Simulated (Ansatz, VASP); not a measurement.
## Al2Cu: VASP beside Ansatz

The input INCAR:

```
SYSTEM = Al2Cu
PREC = Accurate ; ENCUT = 520
EDIFF = 1E-6 ; ISMEAR = 0
SIGMA = 0.1 ; LREAL = .False.
LASPH = .True. ; NELM = 60
ALGO = Fast ; ISIF = 2
LWAVE = .False. ; LCHARG = .False.
GGA = PE ; NBANDS = 26
```

Contents of KPOINTS:

```
Automatic mesh
0
Gamma
  18 18 4
  0 0 0
```

POSCAR

```
Al2Cu
1.0
    2.7951691068      0.0000000000      0.0000000000
   -1.3975845534      2.4206874544      0.0000000000
    0.0000000000      0.0000000000     13.0496440699
Al Cu
4 2
Direct
    0.3333333333      0.6666666667      0.0000000000
    0.6666666667      0.3333333333      0.8147635269
    0.6666666667      0.3333333333      0.1852364731
    0.6666666667      0.3333333333      0.5000000000
    0.3333333333      0.6666666667      0.6554556434
    0.3333333333      0.6666666667      0.3445443566
```

Input for Ansatz:

```yaml
crystal:
  lattice:
    - [2.7951691068, 0.0, 0.0]
    - [-1.3975845534, 2.4206874544, 0.0]
    - [0.0, 0.0, 13.0496440699]
  atoms:
    - { symbol: Al, position: [0.3333333333, 0.6666666667, 0.0] }
    - { symbol: Al, position: [0.6666666667, 0.3333333333, 0.8147635269] }
    - { symbol: Al, position: [0.6666666667, 0.3333333333, 0.1852364731] }
    - { symbol: Al, position: [0.6666666667, 0.3333333333, 0.5] }
    - { symbol: Cu, position: [0.3333333333, 0.6666666667, 0.6554556434] }
    - { symbol: Cu, position: [0.3333333333, 0.6666666667, 0.3445443566] }
basis:
  ecutwfc: 420
kpoints:
  mp_grid: { grid: [18, 18, 4] }
  band_path:
    path:
      - [[0.0, 0.0, 0.0], [0.5, 0.0, 0.0], [0.33333333, 0.33333333, 0.0], [0.0, 0.0, 0.0], [0.0, 0.0, 0.5], [0.5, 0.0, 0.5], [0.33333333, 0.33333333, 0.5], [0.0, 0.0, 0.5]]
      - [[0.5, 0.0, 0.5], [0.5, 0.0, 0.0]]
      - [[0.33333333, 0.33333333, 0.5], [0.33333333, 0.33333333, 0.0]]
    npoints: 14
hamiltonian:
  xc: pbe
scf:
  occupations: { method: gaussian, width: 0.1 }
  n_extra_bands: 15
output:
  forces: true
  stress: true
  eigenvalues: true
  populations: true
  dos: { projected: true, de: 0.02, nscf_kmesh: { grid: [22, 22, 5] } }
  bader: true
  write_density: true
  write_potential: true
  elf: true
  volumetric_format: npy
```

Alike in both runs: task single point; functional PBE; k mesh 18 × 18 × 4; occupations gaussian, width 0.1 eV; no spin polarisation.

```csv
,VASP,Ansatz
version,VASP 6.6.1,Ansatz 0.2.0
potentials or method,"VASP PAW PBE potentials, release 64 (Al, Cu), cutoff 520 eV","scalar-relativistic, plane waves, PAW"
valence electrons in the cell,34,50
```

|  | VASP | Ansatz | Ansatz less VASP |
| --- | --- | --- | --- |
| gap on the k mesh at the Fermi level (eV) | none | none | - |
| pressure (GPa) | 0.3 | 0.0 | -0.30 |
| traceless stress, the component that is largest in VASP (GPa) | 0.08 | 0.00 | -0.076 |
| rms of the force components (eV/Å) | 0.006 | 0.002 | -0.0038 |

Atom by atom the forces differ by 0.005 eV/Å (rms over components). A gap of «none» marks a metal or a gap that the smearing closes. VASP's potentials hold 34 valence electrons a cell and Ansatz's 50, so a difference there can come from the potentials and not from the codes.
